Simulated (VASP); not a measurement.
Crystal: TiTe2.

```
Te Ti
1.0
     3.77700    0.00000    0.00000
    -1.88850    3.27098    0.00000
     0.00000    0.00000    6.49800
Te Ti
2 1
Direct
  0.33333 0.66667 0.73720
  0.66667 0.33333 0.26280
  0.00000 0.00000 0.00000
```

- Program: VASP 6.6.1
- Task: relaxation of cell and atoms
- Functional: RPBE
- Dispersion: D4
- Potentials or basis: VASP PAW PBE potentials, release 64 (Te, Ti_sv)
- Cutoff: 600 eV
- k mesh: 8 × 8 × 4
- Occupations: fermi-dirac, width 0.05 eV
- Spin: no spin polarisation

At the start: pressure -2.1 GPa; volume 26.76 Å³/atom.

How do energy, volume and symmetry change on relaxing?

Over 10 steps the energy falls by 13.0 meV/atom and the volume is 25.13 Å³/atom (-6.1 %); space group P-3m1 (No. 164, to 0.1 Å) before and after.

Step by step:
```csv
step,energy change (eV),largest force (eV/Å),pressure (GPa),volume (Å³)
1,0.0000,0.0652,-2.08,80.28
2,-0.0151,0.4797,1.21,76.31
3,-0.0189,0.3484,0.12,77.50
4,-0.0286,0.2380,0.09,76.84
5,-0.0347,0.0717,0.06,75.89
6,-0.0347,0.0508,0.06,75.78
7,-0.0374,0.0131,-0.11,75.74
8,-0.0385,0.0291,-0.29,75.70
9,-0.0381,0.0674,0.46,74.94
10,-0.0389,0.0095,0.01,75.39
```

Final structure:
```xyz
3
Lattice="3.7050 0.0000 0.0000 -1.8525 3.2086 0.0000 0.0000 0.0000 6.3421" Properties=species:S:1:pos:R:3 pbc="T T T"
Te    0.0000    2.1391    4.6161
Te    1.8525    1.0695    1.7260
Ti    0.0000    0.0000    0.0000
```

Caveat: the PAW data sets were made with another functional, which shifts forces and pressure a little.
